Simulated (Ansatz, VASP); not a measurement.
One calculation of LaZn, two programs

Contents of INCAR:

```
PREC = Accurate ; ENCUT = 520
EDIFF = 1E-8 ; ISMEAR = -1
SIGMA = 0.05 ; LREAL = False
LASPH = True ; NELM = 60
ALGO = Normal ; ISIF = 2
LWAVE = False ; LCHARG = False
GGA = CA ; LEFG = True
NBANDS = 18
```

File KPOINTS:

```
regular mesh
0
Gamma
  9 9 9
```

POSCAR

```
LaZn
1.0
    3.7500000000      0.0375000000      0.0375000000
    0.0375000000      3.7500000000      0.0375000000
    0.0375000000      0.0375000000      3.7500000000
La Zn
1 1
Direct
    0.5000000000      0.5000000000      0.5000000000
    0.0000000000      0.0000000000      0.0000000000
```

Input for Ansatz:

```yaml
crystal:
  lattice:
    - [3.75, 0.0375, 0.0375]
    - [0.0375, 3.75, 0.0375]
    - [0.0375, 0.0375, 3.75]
  atoms:
    - { symbol: La, position: [0.5, 0.5, 0.5] }
    - { symbol: Zn, position: [0.0, 0.0, 0.0] }
kpoints:
  mp_grid: { grid: [9, 9, 9] }
scf:
  occupations: { method: fermi_dirac, width: 0.05 }
hamiltonian:
  xc: lda
  pseudopotentials: { kind: all_electron, datasets: crystal }
output:
  forces: true
  stress: true
  eigenvalues: true
  efg: { contact_densities: true }
```

Change from the starting cell: equal xy, yz and zx shear strains of +2 %, crystal datasets.

Alike in both runs: task electric field gradients; functional LDA; k mesh 9 × 9 × 9; occupations fermi-dirac, width 0.05 eV; no spin polarisation.

|  | VASP | Ansatz |
| --- | --- | --- |
| version | VASP 6.6.1 | Ansatz 0.2.0 |
| potentials or method | VASP PAW LDA potentials, release 64 (La, Zn), cutoff 520 eV | all-electron PAW with datasets made for the crystal, scalar-relativistic |

Ansatz gave:

```
pressure (GPa)                                                : -4.0
traceless stress, the component that is largest in VASP (GPa) : -0.55
size of Vzz on the site where it differs most (V/Å²)          : 6.0
```

**Question.** Estimate VASP's values.

**Answer.** Pressure (GPa): -3.9; traceless stress, the component that is largest in VASP (GPa): -0.55; size of Vzz on the site where it differs most (V/Å²): 4.5.

LDA's correlation is that of Perdew and Zunger in VASP and of Perdew and Wang (1992) in Ansatz. Ansatz ran all-electron here, and VASP with PAW potentials.

Spin-orbit coupling is off throughout.
